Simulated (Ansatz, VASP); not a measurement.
Rh in VASP and in Ansatz

The input INCAR:

```
SYSTEM = Rh
ALGO = Normal ; EDIFF = 1E-7
ENCUT = 520 ; GGA = PS
ISIF = 2 ; ISMEAR = -1
LASPH = .True. ; LCHARG = .False.
LREAL = .False. ; LWAVE = .False.
NBANDS = 22 ; NELM = 80
PREC = Accurate ; SIGMA = 0.05
```

File KPOINTS:

```
k-points
0
Gamma
  8 8 4
  0 0 0
```

Contents of POSCAR:

```
Rh
1.0
    2.7309790422      0.0000000000      0.0000000000
   -1.3654895211      2.3650972278      0.0000000000
    0.0000000000      0.0000000000      4.4284890000
Rh
2
Direct
    0.3333333333      0.6666666667      0.2500000000
    0.6666666667      0.3333333333      0.7500000000
```

Contents of input.yaml:

```yaml
crystal:
  lattice:
    - [2.7309790422, 0.0, 0.0]
    - [-1.3654895211, 2.3650972278, 0.0]
    - [0.0, 0.0, 4.428489]
  atoms:
    - { symbol: Rh, position: [0.3333333333, 0.6666666667, 0.25] }
    - { symbol: Rh, position: [0.6666666667, 0.3333333333, 0.75] }
kpoints:
  mp_grid: { grid: [8, 8, 4] }
  band_path:
    path:
      - [0.0, 0.0, 0.0]
      - [0.5, 0.0, 0.0]
      - [0.3333333333, 0.3333333333, 0.0]
      - [0.0, 0.0, 0.0]
      - [0.0, 0.0, 0.5]
      - [0.5, 0.0, 0.5]
      - [0.3333333333, 0.3333333333, 0.5]
      - [0.0, 0.0, 0.5]
    npoints: 8
scf:
  occupations: { method: fermi_dirac, width: 0.05 }
hamiltonian:
  xc: pbesol
  pseudopotentials: { kind: all_electron, lapw: { basis_error: 0.001 } }
output:
  forces: true
  stress: true
  eigenvalues: true
```

Alike in both runs: functional PBEsol; k mesh 8 × 8 × 4; occupations fermi-dirac, width 0.05 eV; no spin polarisation.

|  | VASP | Ansatz |
| --- | --- | --- |
| version | VASP 6.6.1 | Ansatz 0.2.0 |
| potentials or method | VASP PAW PBE potentials, release 64 (Rh_pv), cutoff 520 eV | all-electron LAPW, scalar-relativistic |
| task | single point | band structure |

```csv
,VASP,Ansatz,Ansatz less VASP
gap on the k mesh at the Fermi level (eV),none,none,-
pressure (GPa),-13.7,-13.6,+0.05
"traceless stress, the component that is largest in VASP (GPa)",-2.37,-2.40,-0.031
```

VASP's potentials were made for PBE, not for PBEsol. A gap of «none» marks a metal or a gap that the smearing closes. Ansatz ran all-electron here, and VASP with PAW potentials.

Noted on Ansatz's run: the k mesh is thin for a metal, which can move the energy by tens of meV per atom.
